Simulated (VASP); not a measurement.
# Sb6Se (Pm-3m) in VASP: further runs

The runs below take Sb6Se through single point, with PBE.

Program: VASP 6.6.1. These are calculated values, not measurements. Logs are shortened: lines on timing, memory, paths and dates and some standing lists are left out, and cuts for length are marked.

### Step 1. The cell of the first run

The structure is cubic, space group Pm-3m (No. 221). Conventional cell: a = 7.610 Å, b = 7.610 Å, c = 7.610 Å, α = 90.00°, β = 90.00°, γ = 90.00°. Sb (site symmetry 4mm) has 5 Sb at 3.11 to 3.21 Å within 4.1 Å.

### Step 2. Single point, PBE

Input file INCAR:

```
ALGO = Normal
EDIFF = 1E-6
ENCUT = 520
GGA = PE
ISIF = 2
ISMEAR = -1
LASPH = T
LCHARG = T
LELF = T
LREAL = F
LVHAR = T
LWAVE = F
NBANDS = 27
NELM = 60
PREC = Accurate
SIGMA = 0.05
```

Input file KPOINTS:

```
k-points
0
Gamma
  4 4 4
```

Input file POSCAR:

```
Sb6Se
1.0
    7.6097069660      0.0000000000      0.0000000000
    0.0000000000      7.6097069660      0.0000000000
    0.0000000000      0.0000000000      7.6097069660
Sb Se
6 1
Direct
    0.2111600000      0.5000000000      0.5000000000
    0.5000000000      0.2111600000      0.5000000000
    0.7888400000      0.5000000000      0.5000000000
    0.5000000000      0.7888400000      0.5000000000
    0.5000000000      0.5000000000      0.2111600000
    0.5000000000      0.5000000000      0.7888400000
    0.0000000000      0.0000000000      0.0000000000
```

Potentials or basis: VASP PAW PBE potentials, release 64 (Sb, Se).

Started as:

```console
> cat potpaw_PBE.64/Sb/POTCAR potpaw_PBE.64/Se/POTCAR > POTCAR
> mpirun -np 1 vasp_std > vasp.out
```

OUTCAR:

```text
EDIFF = 1E-6
   ENCUT = 520
   GGA = PE
   ISIF = 2
   ISMEAR = -1
   LASPH = T
   LREAL = F
   NELM = 60
   PREC = Accurate

 ion  position               nearest neighbor table
   1  0.211  0.500  0.500-   2 3.11   4 3.11   5 3.11   6 3.11   3 3.21
   2  0.500  0.211  0.500-   1 3.11   3 3.11   5 3.11   6 3.11   4 3.21
   3  0.789  0.500  0.500-   2 3.11   4 3.11   5 3.11   6 3.11   1 3.21
   4  0.500  0.789  0.500-   1 3.11   3 3.11   5 3.11   6 3.11   2 3.21
   5  0.500  0.500  0.211-   1 3.11   2 3.11   3 3.11   4 3.11   6 3.21
   6  0.500  0.500  0.789-   1 3.11   2 3.11   3 3.11   4 3.11   5 3.21
   7  0.000  0.000  0.000-

  LATTYP: Found a simple cubic cell.
 ALAT       =     7.6097069660

  Lattice vectors:

 A1 = (   7.6097069660,   0.0000000000,   0.0000000000)
 A2 = (   0.0000000000,   7.6097069660,   0.0000000000)
 A3 = (   0.0000000000,   0.0000000000,   7.6097069660)

Analysis of symmetry for initial positions (statically):
=====================================================================
 Subroutine PRICEL returns:
 Original cell was already a primitive cell.

 Routine SETGRP: Setting up the symmetry group for a
 simple cubic supercell.

 Subroutine GETGRP returns: Found 48 space group operations
 (whereof 48 operations were pure point group operations)
 out of a pool of 48 trial point group operations.

The static configuration has the point symmetry O_h .

Analysis of symmetry for dynamics (positions and initial velocities):
=====================================================================
 Subroutine PRICEL returns:
 Original cell was already a primitive cell.

 Routine SETGRP: Setting up the symmetry group for a
 simple cubic supercell.

 Subroutine GETGRP returns: Found 48 space group operations
 (whereof 48 operations were pure point group operations)
 out of a pool of 48 trial point group operations.

The dynamic configuration has the point symmetry O_h .

 Subroutine INISYM returns: Found 48 space group operations
 (whereof 48 operations are pure point group operations),
 and found     1 'primitive' translations

----------------------------------------------------------------------------------------

                                     Primitive cell

  volume of cell :     440.6602

  direct lattice vectors                    reciprocal lattice vectors
     7.609706966  0.000000000  0.000000000     0.131411105  0.000000000  0.000000000
     0.000000000  7.609706966  0.000000000     0.000000000  0.131411105  0.000000000
     0.000000000  0.000000000  7.609706966     0.000000000  0.000000000  0.131411105

  length of vectors
     7.609706966  7.609706966  7.609706966     0.131411105  0.131411105  0.131411105

  position of ions in fractional coordinates (direct lattice)
     0.211160000  0.500000000  0.500000000
     0.500000000  0.211160000  0.500000000
     0.788840000  0.500000000  0.500000000
     0.500000000  0.788840000  0.500000000
     0.500000000  0.500000000  0.211160000
     0.500000000  0.500000000  0.788840000
     0.000000000  0.000000000  0.000000000

  ion indices of the primitive-cell ions
   primitive index   ion index
                 1           1
                 2           2
                 3           3
                 4           4
                 5           5
                 6           6
                 7           7

----------------------------------------------------------------------------------------

 KPOINTS: k-points

Automatic generation of k-mesh.
 Grid dimensions read from file:
 generate k-points for:    4    4    4

 Generating k-lattice:

  Cartesian coordinates                     Fractional coordinates (reciprocal lattice)
     0.032852776  0.000000000  0.000000000     0.250000000  0.000000000  0.000000000
     0.000000000  0.032852776  0.000000000     0.000000000  0.250000000  0.000000000
     0.000000000  0.000000000  0.032852776     0.000000000  0.000000000  0.250000000

  Length of vectors
     0.032852776  0.032852776  0.032852776

  Shift w.r.t. Gamma in fractional coordinates (k-lattice)
     0.000000000  0.000000000  0.000000000

 Subroutine IBZKPT returns following result:
 ===========================================

 Found     10 irreducible k-points:

 Following reciprocal coordinates:
            Coordinates               Weight
  0.000000  0.000000  0.000000      1.000000
  0.250000  0.000000  0.000000      6.000000
  0.500000  0.000000  0.000000      3.000000
  0.250000  0.250000  0.000000     12.000000
  0.500000  0.250000  0.000000     12.000000
  0.500000  0.500000  0.000000      3.000000
  0.250000  0.250000  0.250000      8.000000
  0.500000  0.250000  0.250000     12.000000
  0.500000  0.500000  0.250000      6.000000
  0.500000  0.500000  0.500000      1.000000
   k-points           NKPTS =     10   k-points in BZ     NKDIM =     10   number of bands    NBANDS=     27
   number of dos      NEDOS =    301   number of ions     NIONS =      7
   total plane-waves  NPLWV = 216000
   dimension x,y,z NGX =    60 NGY =   60 NGZ =   60
   dimension x,y,z NGXF=   120 NGYF=  120 NGZF=  120
   ions per type =               6   1
   NGX,Y,Z   is equivalent  to a cutoff of  13.11, 13.11, 13.11 a.u.
   NGXF,Y,Z  is equivalent  to a cutoff of  26.22, 26.22, 26.22 a.u.
 SYSTEM =  unknown system
   PREC   = accura    normal or accurate (medium, high low for compatibility)
   ISTART =      0    job   : 0-new  1-cont  2-samecut
   ICHARG =      2    charge: 1-file 2-atom 10-const
   ISPIN  =      1    spin polarized calculation?
   LNONCOLLINEAR =      F non collinear calculations
   LSORBIT =      F    spin-orbit coupling
   LASPH  =      T    aspherical Exc in radial PAW
   ENCUT  =  520.0 eV  38.22 Ry    6.18 a.u.  14.15 14.15 14.15*2*pi/ulx,y,z
   NELM   =     60;   NELMIN=  2; NELMDL= -5     # of ELM steps
   EDIFF  = 0.1E-05   stopping-criterion for ELM
   LREAL  =      F    real-space projection
   EDIFFG = 0.1E-04   stopping-criterion for IOM
   NSW    =      0    number of steps for IOM
   IBRION =     -1    ionic relax: 0-MD 1-quasi-New 2-CG
   NFREE  =      0    steps in history (QN), initial steepest desc. (CG)
   ISIF   =      2    stress and relaxation
   ISYM   =      2    0-nonsym 1-usesym 2-fastsym
   POTIM  = 0.5000    time-step for ionic-motion
   TEBEG  =    0.0;   TEEND  =   0.0 temperature during run
   PSTRESS=    0.0 pullay stress
   NELECT =      36.0000    total number of electrons
   NUPDOWN=      -1.0000    fix difference up-down
   EMIN   =  10.00;   EMAX   =-10.00  energy-range for DOS
   EFERMI =   0.00;   METHOD = LEGACY
   ISMEAR =    -1;   SIGMA  =   0.05  broadening in eV -4-tet -1-fermi 0-gaus
   EFERMI_NEDOS =   21; number of points for ismear=-14 and -15
   IALGO  =     38    algorithm
   IMIX   =      4    mixing-type and parameters
     AMIX     =   0.40;   BMIX     =  1.00
     AMIX_MAG =   1.60;   BMIX_MAG =  1.00
  volume/ion in A,a.u.               =      62.95       424.82
  Fermi-wavevector in a.u.,A,eV,Ry     =   0.710353  1.342373  6.865524  0.504602
  Thomas-Fermi vector in A             =   1.797178
   LORBIT       =      0    0 simple, 1 ext, 2 COOP (PROOUT), +10 PAW based schemes
   GGA     = PE    functional components
   LHFCALC =     F    Hartree Fock is set to
   AEXX    =    0.0000 exact exchange contribution
   IVDW    =     0    specifies the selected vdW correction
   LEPSILON=     F    determine dielectric tensor
   LRPA    =     F    only Hartree local field effects (RPA)
 non-spin polarized calculation
  energy-cutoff  :      520.00
  volume of cell :      440.66
 maximum number of plane-waves:     11890
 NGX is ok and might be reduce to    60
   NGX = 29   NGY = 29   NGZ = 29

 number of electron      35.9999998 magnetization

 Free energy of the ion-electron system (eV)
  ---------------------------------------------------
  ext. energy  EPLUGINS =         0.00000000
  ---------------------------------------------------
  free energy    TOTEN  =       -22.14657860 eV

  energy without entropy =      -21.95003237  energy(sigma->0) =      -22.04830549

 E-fermi :   0.3944     XC(G=0):  -6.0046

 val. band max:        0.3924973157   @ k =   0.5000   0.2500   0.2500
 cond. band min:       0.3982094825   @ k =   0.2500   0.2500   0.0000
 fundamental gap:      0.0057121668
 Fermi energy:         0.3944015098

 k-point     1 :       0.0000    0.0000    0.0000
  band No.  band energies     occupation
      1     -11.4117      2.00000
      2     -10.1494      2.00000
      3      -8.4739      2.00000
      4      -8.4739      2.00000
      5      -8.4739      2.00000
      6      -8.0207      2.00000
[... 19 lines left out ...]
     26       3.6939      0.00000
     27       3.6940      0.00000

 k-point     2 :       0.2500    0.0000    0.0000
  band No.  band energies     occupation
      1     -11.3685      2.00000
      2     -10.1496      2.00000
      3      -8.9761      2.00000
      4      -8.4709      2.00000
      5      -8.4709      2.00000
      6      -8.0204      2.00000
[... 19 lines left out ...]
     26       3.3143      0.00000
     27       3.3143      0.00000

 k-point     3 :       0.5000    0.0000    0.0000
  band No.  band energies     occupation
      1     -11.3208      2.00000
      2     -10.1500      2.00000
      3      -9.2531      2.00000
      4      -8.4680      2.00000
      5      -8.4680      2.00000
      6      -8.0200      2.00000
[... 174 lines left out ...]
      1     -11.1662      2.00000
      2     -10.1494      2.00000
      3      -9.2482      2.00000
      4      -9.2482      2.00000
      5      -8.9457      2.00000
      6      -6.9785      2.00000
[... 19 lines left out ...]
     26       2.3312      0.00000
     27       4.1617      0.00000

 k-point    10 :       0.5000    0.5000    0.5000
  band No.  band energies     occupation
      1     -11.1051      2.00000
      2     -10.1493      2.00000
      3      -9.2463      2.00000
      4      -9.2463      2.00000
      5      -9.2463      2.00000
      6      -6.4798      2.00000
[... 19 lines left out ...]
     26       1.8974      0.00000
     27       4.3076      0.00000

------------------------ aborting loop because EDIFF is reached ----------------------------------------

  FORCE on cell =-STRESS in cart. coord.  units (eV):
  Direction    XX          YY          ZZ          XY          YZ          ZX
  --------------------------------------------------------------------------------------
  -------------------------------------------------------------------------------------
  Total       -2.7800078     -2.7800078     -2.7800078     -0.0000000      0.0000000     -0.0000000
  in kB      -10.1077106    -10.1077106    -10.1077106     -0.0000000      0.0000000     -0.0000000
  external PRESSURE =     -10.1077106 kB  Pullay stress =       0.0000000 kB

 VOLUME and BASIS-vectors are now :
 -----------------------------------------------------------------------------
  energy-cutoff  :      520.00
  volume of cell :      440.66
      direct lattice vectors                 reciprocal lattice vectors
     7.609706966  0.000000000  0.000000000     0.131411105  0.000000000  0.000000000
     0.000000000  7.609706966  0.000000000     0.000000000  0.131411105  0.000000000
     0.000000000  0.000000000  7.609706966     0.000000000  0.000000000  0.131411105

 POSITION                                       TOTAL-FORCE (eV/Angst)
 -----------------------------------------------------------------------------------
      1.60687      3.80485      3.80485         0.398773      0.000000      0.000000
      3.80485      1.60687      3.80485         0.000000      0.398773      0.000000
      6.00284      3.80485      3.80485        -0.398773      0.000000     -0.000000
      3.80485      6.00284      3.80485        -0.000000     -0.398773     -0.000000
      3.80485      3.80485      1.60687        -0.000000      0.000000      0.398773
      3.80485      3.80485      6.00284         0.000000      0.000000     -0.398773
      0.00000      0.00000      0.00000         0.000000      0.000000      0.000000
 -----------------------------------------------------------------------------------
    total drift:                                0.000000      0.000000     -0.000000

  FREE ENERGIE OF THE ION-ELECTRON SYSTEM (eV)
  ---------------------------------------------------
  free  energy   TOTEN  =       -22.1465786031 eV

  energy  without entropy=      -21.9500323673  energy(sigma->0) =      -22.04830549
```

It took 2.7 min on 1 thread of Intel Xeon Platinum 8259CL at 2.50GHz (Skylake/Cascade Lake), shared host; peak memory 0.53 GiB.

What came out:

| Item | Value |
| --- | --- |
| Free energy | -22.1466 eV |
| Pressure | -1.0 GPa |
| Largest force | 0.399 eV/Å |
| Band gap on the k mesh | zero (band 18 reaches 0.99 eV, above the bottom of band 19 at 0.34 eV) |

Forces in eV/Å, atoms in the order of the input:
```
Sb   0.399  0.000  0.000
Sb   0.000  0.399  0.000
Sb  -0.399  0.000  0.000
Sb   0.000 -0.399  0.000
Sb   0.000  0.000  0.399
Sb   0.000  0.000 -0.399
Se   0.000  0.000  0.000
```

Caveat: spin-orbit coupling is left out, which moves the levels of the heavy elements.

### Step 3. Single point, PBE

This run uses another cell than the first one, of 55.82 Å³/atom, 0.887 times its volume.

Input file INCAR:

```
SYSTEM = Sb6Se
ALGO = Normal
EDIFF = 1E-6
ENCUT = 520
GGA = PE
ISIF = 2
ISMEAR = -1
LASPH = .True.
LCHARG = .False.
LREAL = .False.
LWAVE = .False.
NBANDS = 27
NELM = 80
PREC = Accurate
SIGMA = 0.05
```

Input file KPOINTS:

```
k-points
0
Gamma
  4 4 4
  0 0 0
```

POSCAR, as its differences from that of step 2:

```diff
@@ -2,5 +2,5 @@
 1.0
-    7.6097069660      0.0000000000      0.0000000000
-    0.0000000000      7.6097069660      0.0000000000
-    0.0000000000      0.0000000000      7.6097069660
+    7.3109743928      0.0000000000      0.0000000000
+    0.0000000000      7.3109743928      0.0000000000
+    0.0000000000      0.0000000000      7.3109743928
 Sb Se
```

Potentials or basis: VASP PAW PBE potentials, release 64 (Sb, Se).

Started as:

```console
> cat potpaw_PBE.64/Sb/POTCAR potpaw_PBE.64/Se/POTCAR > POTCAR
> mpirun -np 1 vasp_std > vasp.out
```

It took 2.2 min on 1 thread of Intel Xeon Platinum 8259CL at 2.50GHz (Skylake/Cascade Lake), shared host; peak memory 0.44 GiB.

It converged, with:

```yaml
Free_energy: -22.1020 eV
Pressure: 1.6 GPa
Largest_force: 0.579 eV/Å
Band_gap_on_the_k_mesh: zero (band 18 reaches 1.77 eV, above the bottom of band 19 at 1.00 eV)
```

Forces on the atoms (eV/Å):
```
Sb  -0.579  0.000  0.000
Sb   0.000 -0.579  0.000
Sb   0.579  0.000  0.000
Sb   0.000  0.579  0.000
Sb   0.000  0.000 -0.579
Sb   0.000  0.000  0.579
Se   0.000  0.000  0.000
```

Levels at points of the mesh, in eV from the Fermi level:
| k point | band 15 | band 16 | band 17 | band 18 | band 19 | band 20 | band 21 | band 22 |
| --- | --- | --- | --- | --- | --- | --- | --- | --- |
| (0.00, 0.00, 0.00) | -0.54 | -0.54 | -0.54 | -0.04 | -0.04 | -0.04 | 0.84 | 0.84 |
| (0.50, 0.00, 0.00) | -0.61 | -0.10 | -0.05 | -0.05 | 0.19 | 0.19 | 0.39 | 0.84 |
| (0.50, 0.50, 0.00) | -0.46 | -0.46 | -0.08 | 0.10 | 0.10 | 0.76 | 1.48 | 1.52 |
| (0.50, 0.50, 0.50) | -0.06 | -0.06 | -0.06 | 0.72 | 0.72 | 0.72 | 1.49 | 1.49 |

Caveat: spin-orbit coupling is left out, which moves the levels of the heavy elements.

### Step 4. Single point, PBE

This run uses another cell than the first one, of 57.01 Å³/atom, 0.906 times its volume.

Input file INCAR:

```
SYSTEM = Sb6Se
PREC     = Accurate       ! precision mode
ENCUT    = 520            ! plane-wave cutoff, eV
EDIFF    = 1E-7           ! SCF threshold, eV
ISMEAR   = -1             ! smearing method
SIGMA    = 0.05           ! smearing width, eV
LREAL    = .FALSE.        ! projectors in reciprocal space
LASPH    = .TRUE.         ! aspherical terms in the spheres
NELM     = 60             ! most SCF steps
ALGO     = Normal         ! electronic algorithm
ISIF     = 2              ! what is computed and relaxed
LWAVE    = .FALSE.        ! write WAVECAR
LCHARG   = .TRUE.         ! write CHGCAR
GGA      = PE             ! functional
LELF     = .TRUE.         ! ELF
LVHAR    = .TRUE.       
NBANDS   = 27             ! bands
```

Input file KPOINTS:

```
Automatic mesh
0
G
  4 4 4
  0 0 0
```

POSCAR, as its differences from that of step 3:

```diff
@@ -2,5 +2,5 @@
 1.0
-    7.3109743928      0.0000000000      0.0000000000
-    0.0000000000      7.3109743928      0.0000000000
-    0.0000000000      0.0000000000      7.3109743928
+    7.3624618243      0.0000000000      0.0000000000
+    0.0000000000      7.3624618243      0.0000000000
+    0.0000000000      0.0000000000      7.3624618243
 Sb Se
```

Started as:

```console
> cat potpaw_PBE.64/Sb/POTCAR potpaw_PBE.64/Se/POTCAR > POTCAR
> mpirun -np 1 vasp_std > vasp.out
```

Run time: 2.4 min. Hardware: 1 thread of Intel Xeon Platinum 8259CL at 2.50GHz (Skylake/Cascade Lake), shared host; peak memory 0.45 GiB.

Results (log left out):

- Free energy: -22.1690 eV
- Pressure: 1.0 GPa
- Largest force: 0.381 eV/Å
- Band gap on the k mesh: zero (band 18 reaches 1.63 eV, above the bottom of band 19 at 0.88 eV)

Forces on the atoms (eV/Å):
```
Sb  -0.381  0.000  0.000
Sb   0.000 -0.381  0.000
Sb   0.381  0.000  0.000
Sb   0.000  0.381  0.000
Sb   0.000  0.000 -0.381
Sb   0.000  0.000  0.381
Se   0.000  0.000  0.000
```

Levels at points of the mesh, in eV from the Fermi level:
```tsv
k point	band 14	band 15	band 16	band 17	band 18	band 19	band 20	band 21	band 22	band 23
(0.00, 0.00, 0.00)	-1.20	-0.53	-0.53	-0.53	-0.04	-0.04	-0.04	0.78	0.78	2.00
(0.50, 0.00, 0.00)	-1.01	-0.59	-0.09	-0.05	-0.05	0.17	0.17	0.38	0.78	2.40
(0.50, 0.50, 0.00)	-0.58	-0.44	-0.44	-0.08	0.09	0.09	0.74	1.46	1.47	1.47
(0.50, 0.50, 0.50)	-1.83	-0.06	-0.06	-0.06	0.70	0.70	0.70	1.46	1.46	1.46
```

Caveat: spin-orbit coupling is left out, which moves the levels of the heavy elements.

### Step 5. Overview

```tsv
cell	gap on the mesh (eV)	pressure (GPa)	largest force (eV/Å)
a = 7.610 Å, 7 atoms	none	-1.0	0.40
a = 7.311 Å, 7 atoms	none	1.6	0.58
a = 7.362 Å, 7 atoms	none	1.0	0.38
```

Alike in all rows: task single point; level PBE; potentials or basis VASP PAW PBE potentials, release 64 (Sb, Se); no spin polarisation; k mesh 4 × 4 × 4; cutoff (eV) 520; smearing fermi-dirac 0.05 eV.

Caveats: spin-orbit coupling is left out, which moves the levels of the heavy elements.

Total energies depend on the potentials used, so only differences within one code and one set of settings carry meaning.
